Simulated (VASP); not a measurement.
# Ga (P1) in VASP: single point with PBEsol

Aim: the single point of Ga with PBEsol.

Everything below comes from runs of VASP 6.6.1. Logs are shortened: lines on timing, memory, paths and dates and some standing lists are left out, and cuts for length are marked.

## Step 1: The cell of the first run

The typed cell holds 4 atoms: a = 8.632 Å, b = 4.316 Å, c = 3.170 Å, α = 90.00°, β = 90.00°, γ = 140.74°.

## Step 2: Single point, PBEsol

INCAR reads:

```
PREC = Accurate ; ENCUT = 520
EDIFF = 1E-6 ; ISMEAR = -1
SIGMA = 0.08 ; LREAL = False
LASPH = True ; NELM = 60
ALGO = Normal ; ISIF = 2
LWAVE = False ; LCHARG = False
GGA = PS ; NBANDS = 34
```

KPOINTS reads:

```
Automatic mesh
0
Gamma
  4 7 6
```

POSCAR reads:

```
Ga
1.0
    2.9000000000     -8.1300000000      0.0000000000
    1.4500000000      4.0650000000      0.0000000000
    0.0000000000      0.0000000000      3.1700000000
Ga
4
Direct
    0.4274257469      0.1436374717      0.2477104101
    0.9449546002      0.1138107995      0.2495791798
    0.0841889910      0.9052606388      0.7313886435
    0.5517297894      0.8339355936      0.7804694006
```

Potentials or basis: VASP PAW PBE potentials, release 64 (Ga_d).

On the command line:

```
cat potpaw_PBE.64/Ga_d/POTCAR > POTCAR
mpirun -np 1 vasp_std > vasp.out
```

OUTCAR:

```text
PREC = Accurate
   ENCUT = 520
   EDIFF = 1E-6
   ISMEAR = -1
   LREAL = False
   LASPH = True
   NELM = 60
   ISIF = 2
   GGA = PS

 ion  position               nearest neighbor table
   1  0.427  0.144  0.248-   4 2.70   4 2.71   3 2.73   3 2.79   4 2.82   4 2.83   2 2.90   2 2.92

   2  0.945  0.114  0.250-   3 2.50   3 2.57   1 2.90   1 2.92
   3  0.084  0.905  0.731-   2 2.50   2 2.57   4 2.71   1 2.73   1 2.79
   4  0.552  0.834  0.780-   1 2.70   3 2.71   1 2.71   1 2.82   1 2.83

  Warning from LATTYP: Monoclinic adjustment (A1->A3, A2->A1, A3->A2)!
  Warning from LATTYP: Got some problem with cell dimensions!
  Tried to take original basis but could not verify dimensions!
  LATTYP: Found a simple monoclinic cell.
 ALAT       =     4.3158689739
 B/A-ratio  =     0.7344986651
 C/A-ratio  =     1.3438776837
 COS(beta)  =    -0.3359694209

  Lattice vectors:

 A1 = (   1.4500000000,   4.0650000000,   0.0000000000)
 A2 = (   0.0000000000,   0.0000000000,  -3.1700000000)
 A3 = (  -5.8000000000,  -0.0000000000,   0.0000000000)

Analysis of symmetry for initial positions (statically):
=====================================================================
 Subroutine PRICEL returns:
 Original cell was already a primitive cell.

 Routine SETGRP: Setting up the symmetry group for a
 simple monoclinic supercell.

 Subroutine GETGRP returns: Found  1 space group operations
 (whereof  1 operations were pure point group operations)
 out of a pool of  4 trial point group operations.

The static configuration has the point symmetry C_1 .

Analysis of symmetry for dynamics (positions and initial velocities):
=====================================================================
 Subroutine PRICEL returns:
 Original cell was already a primitive cell.

 Routine SETGRP: Setting up the symmetry group for a
 simple monoclinic supercell.

 Subroutine GETGRP returns: Found  1 space group operations
 (whereof  1 operations were pure point group operations)
 out of a pool of  4 trial point group operations.

The dynamic configuration has the point symmetry C_1 .

 Subroutine INISYM returns: Found  1 space group operations
 (whereof  1 operations are pure point group operations),
 and found     1 'primitive' translations

----------------------------------------------------------------------------------------

                                     Primitive cell

  volume of cell :      74.7391

  direct lattice vectors                    reciprocal lattice vectors
     2.900000000 -8.130000000  0.000000000     0.172413793 -0.061500615  0.000000000
     1.450000000  4.065000000  0.000000000     0.344827586  0.123001230  0.000000000
     0.000000000  0.000000000  3.170000000     0.000000000  0.000000000  0.315457413

  length of vectors
     8.631737948  4.315868974  3.170000000     0.183054204  0.366108409  0.315457413

  position of ions in fractional coordinates (direct lattice)
     0.427425747  0.143637472  0.247710410
     0.944954600  0.113810800  0.249579180
     0.084188991  0.905260639  0.731388643
     0.551729789  0.833935594  0.780469401

  ion indices of the primitive-cell ions
   primitive index   ion index
                 1           1
                 2           2
                 3           3
                 4           4

----------------------------------------------------------------------------------------

 KPOINTS: Automatic mesh

Automatic generation of k-mesh.
 Grid dimensions read from file:
 generate k-points for:    4    7    6

 Generating k-lattice:

  Cartesian coordinates                     Fractional coordinates (reciprocal lattice)
     0.043103448 -0.015375154  0.000000000     0.250000000  0.000000000  0.000000000
     0.049261084  0.017571604  0.000000000     0.000000000  0.142857143  0.000000000
     0.000000000  0.000000000  0.052576236     0.000000000  0.000000000  0.166666667

  Length of vectors
     0.045763551  0.052301201  0.052576236

  Shift w.r.t. Gamma in fractional coordinates (k-lattice)
     0.000000000  0.000000000  0.000000000

 Subroutine IBZKPT returns following result:
 ===========================================

 Found     86 irreducible k-points:

 Following reciprocal coordinates:
            Coordinates               Weight
  0.000000  0.000000  0.000000      1.000000
  0.250000 -0.000000  0.000000      2.000000
  0.500000 -0.000000  0.000000      1.000000
 -0.000000  0.142857  0.000000      2.000000
  0.250000  0.142857  0.000000      2.000000
  0.500000  0.142857  0.000000      2.000000
[... 16 lines left out ...]
 -0.250000 -0.142857  0.166667      2.000000
  0.500000  0.142857  0.166667      2.000000
 [... further k-points ...]
   k-points           NKPTS =     86   k-points in BZ     NKDIM =     86   number of bands    NBANDS=     34
   number of dos      NEDOS =    301   number of ions     NIONS =      4
   total plane-waves  NPLWV =  49152
   dimension x,y,z NGX =    64 NGY =   32 NGZ =   24
   dimension x,y,z NGXF=   128 NGYF=   64 NGZF=   48
   ions per type =               4
   NGX,Y,Z   is equivalent  to a cutoff of  12.33, 12.33, 12.59 a.u.
   NGXF,Y,Z  is equivalent  to a cutoff of  24.65, 24.65, 25.17 a.u.
 SYSTEM =  unknown system
   PREC   = accura    normal or accurate (medium, high low for compatibility)
   ISTART =      0    job   : 0-new  1-cont  2-samecut
   ICHARG =      2    charge: 1-file 2-atom 10-const
   ISPIN  =      1    spin polarized calculation?
   LNONCOLLINEAR =      F non collinear calculations
   LSORBIT =      F    spin-orbit coupling
   LASPH  =      T    aspherical Exc in radial PAW
   ENCUT  =  520.0 eV  38.22 Ry    6.18 a.u.  16.05  8.02  5.89*2*pi/ulx,y,z
   NELM   =     60;   NELMIN=  2; NELMDL= -5     # of ELM steps
   EDIFF  = 0.1E-05   stopping-criterion for ELM
   LREAL  =      F    real-space projection
   EDIFFG = 0.1E-04   stopping-criterion for IOM
   NSW    =      0    number of steps for IOM
   IBRION =     -1    ionic relax: 0-MD 1-quasi-New 2-CG
   NFREE  =      0    steps in history (QN), initial steepest desc. (CG)
   ISIF   =      2    stress and relaxation
   ISYM   =      2    0-nonsym 1-usesym 2-fastsym
   POTIM  = 0.5000    time-step for ionic-motion
   TEBEG  =    0.0;   TEEND  =   0.0 temperature during run
   PSTRESS=    0.0 pullay stress
   NELECT =      52.0000    total number of electrons
   NUPDOWN=      -1.0000    fix difference up-down
   EMIN   =  10.00;   EMAX   =-10.00  energy-range for DOS
   EFERMI =   0.00;   METHOD = LEGACY
   ISMEAR =    -1;   SIGMA  =   0.08  broadening in eV -4-tet -1-fermi 0-gaus
   EFERMI_NEDOS =   21; number of points for ismear=-14 and -15
   IALGO  =     38    algorithm
   IMIX   =      4    mixing-type and parameters
     AMIX     =   0.40;   BMIX     =  1.00
     AMIX_MAG =   1.60;   BMIX_MAG =  1.00
  volume/ion in A,a.u.               =      18.68       126.09
  Fermi-wavevector in a.u.,A,eV,Ry     =   1.450641  2.741314 28.631555  2.104360
  Thomas-Fermi vector in A             =   2.568230
   LORBIT       =      0    0 simple, 1 ext, 2 COOP (PROOUT), +10 PAW based schemes
   GGA     = PS    functional components
   LHFCALC =     F    Hartree Fock is set to
   AEXX    =    0.0000 exact exchange contribution
   IVDW    =     0    specifies the selected vdW correction
   LEPSILON=     F    determine dielectric tensor
   LRPA    =     F    only Hartree local field effects (RPA)
 non-spin polarized calculation
  energy-cutoff  :      520.00
  volume of cell :       74.74
 maximum number of plane-waves:      2038
   NGX = 33   NGY = 17   NGZ = 11

 number of electron      51.9999988 magnetization

 Free energy of the ion-electron system (eV)
  ---------------------------------------------------
  ext. energy  EPLUGINS =         0.00000000
  ---------------------------------------------------
  free energy    TOTEN  =       -13.11601935 eV

  energy without entropy =      -13.08063769  energy(sigma->0) =      -13.09832852

 E-fermi :   5.5272     XC(G=0): -11.1440

 val. band max:        5.4438560796   @ k =   0.5000   0.2857   0.3333
 cond. band min:       5.5394016375   @ k =   0.0000  -0.2857   0.3333
 fundamental gap:      0.0955455579
 Fermi energy:         5.5272258632

 k-point     1 :       0.0000    0.0000    0.0000
  band No.  band energies     occupation
      1      -9.7110      2.00000
      2      -9.7013      2.00000
      3      -9.6254      2.00000
      4      -9.6190      2.00000
      5      -9.5866      2.00000
      6      -9.5380      2.00000
[... 26 lines left out ...]
     33      14.0144      0.00000
     34      14.7331      0.00000

 k-point     2 :       0.2500   -0.0000    0.0000
  band No.  band energies     occupation
      1      -9.7075      2.00000
      2      -9.6913      2.00000
      3      -9.6191      2.00000
      4      -9.6052      2.00000
      5      -9.5906      2.00000
      6      -9.5306      2.00000
[... 26 lines left out ...]
     33      12.2994      0.00000
     34      14.5767      0.00000

 k-point     3 :       0.5000   -0.0000    0.0000
  band No.  band energies     occupation
      1      -9.7037      2.00000
      2      -9.6793      2.00000
      3      -9.6083      2.00000
      4      -9.6008      2.00000
      5      -9.5957      2.00000
      6      -9.5216      2.00000
[... 26 lines left out ...]
     33      12.8465      0.00000
     34      13.4223      0.00000

 k-point     4 :      -0.0000    0.1429    0.0000
  band No.  band energies     occupation
      1      -9.7031      2.00000
      2      -9.6877      2.00000
      3      -9.6131      2.00000
      4      -9.6076      2.00000
      5      -9.5760      2.00000
      6      -9.5312      2.00000
[... 26 lines left out ...]
     33      12.4546      0.00000
     34      14.5778      0.00000

 k-point     5 :       0.2500    0.1429    0.0000
  band No.  band energies     occupation
      1      -9.7000      2.00000
      2      -9.6746      2.00000
      3      -9.6179      2.00000
      4      -9.5930      2.00000
      5      -9.5778      2.00000
      6      -9.5293      2.00000
[... 621 lines left out ...]
 k-point    22 :       0.2500    0.1429    0.1667
  band No.  band energies     occupation
      1      -9.7077      2.00000
      2      -9.6302      2.00000
      3      -9.6080      2.00000
      4      -9.6031      2.00000
      5      -9.5472      2.00000
      6      -9.5279      2.00000
[... 26 lines left out ...]
     33      11.9306      0.00000
     34      14.8394      0.00000

 k-point    23 :      -0.2500   -0.1429    0.1667
  band No.  band energies     occupation
      1      -9.7078      2.00000
      2      -9.6320      2.00000
      3      -9.6104      2.00000
      4      -9.6005      2.00000
      5      -9.5432      2.00000
      6      -9.5259      2.00000
[... 26 lines left out ...]
     33      11.9183      0.00000
     34      14.8205      0.00000

 k-point    24 :       0.5000    0.1429    0.1667
  band No.  band energies     occupation
      1      -9.7066      2.00000
      2      -9.6489      2.00000
      3      -9.6219      2.00000
      4      -9.6117      2.00000
      5      -9.5586      2.00000
      6      -9.5335      2.00000
[... 26 lines left out ...]
     33      13.4536      0.00000
     34      14.0619      0.00000

 [... further k-points ...]

------------------------ aborting loop because EDIFF is reached ----------------------------------------

  FORCE on cell =-STRESS in cart. coord.  units (eV):
  Direction    XX          YY          ZZ          XY          YZ          ZX
  --------------------------------------------------------------------------------------
  -------------------------------------------------------------------------------------
  Total       -1.5267716      0.8541311      0.5838291      0.0380151     -0.2185759     -0.0454596
  in kB      -32.7293107     18.3099564     12.5155094      0.8149273     -4.6855979     -0.9745152
  external PRESSURE =      -0.6346149 kB  Pullay stress =       0.0000000 kB

 VOLUME and BASIS-vectors are now :
 -----------------------------------------------------------------------------
  energy-cutoff  :      520.00
  volume of cell :       74.74
      direct lattice vectors                 reciprocal lattice vectors
     2.900000000 -8.130000000  0.000000000     0.172413793 -0.061500615  0.000000000
     1.450000000  4.065000000  0.000000000     0.344827586  0.123001230  0.000000000
     0.000000000  0.000000000  3.170000000     0.000000000  0.000000000  0.315457413

 POSITION                                       TOTAL-FORCE (eV/Angst)
 -----------------------------------------------------------------------------------
      1.44781     -2.89108      0.78524        -0.008887     -0.508630      0.088375
      2.90539     -7.21984      0.79117        -0.009677      1.121347     -0.105804
      1.55678      2.99543      2.31850        -0.651873     -0.769544      0.115824
      2.80922     -1.09561      2.47409         0.670437      0.156828     -0.098395
 -----------------------------------------------------------------------------------
    total drift:                               -0.000173     -0.000701      0.000064

  FREE ENERGIE OF THE ION-ELECTRON SYSTEM (eV)
  ---------------------------------------------------
  free  energy   TOTEN  =       -13.1160193451 eV

  energy  without entropy=      -13.0806376866  energy(sigma->0) =      -13.09832852
```

It took 79 s on 1 thread of Intel Xeon 6975P-C (Granite Rapids), shared host; peak memory 0.3 GiB.

What came out:

* Free energy: -13.1160 eV
* Pressure: -0.1 GPa
* Largest force: 1.126 eV/Å
* Band gap on the k mesh: zero (bands 26 and 27 overlap by 5.12 eV)

Forces in eV/Å, atoms in the order of the input:
```
Ga  -0.009 -0.509  0.088
Ga  -0.010  1.121 -0.106
Ga  -0.652 -0.770  0.116
Ga   0.670  0.157 -0.098
```

Stress tensor (GPa, compression positive):
```
-3.27  0.08 -0.10
 0.08  1.83 -0.47
-0.10 -0.47  1.25
```

Caveat: the stress differs along the axes, from -3 to 2 GPa; the PAW data sets were made with another functional, which shifts forces and pressure a little.

The gap in the log of VASP goes by the Fermi energy; the results here count the filled bands.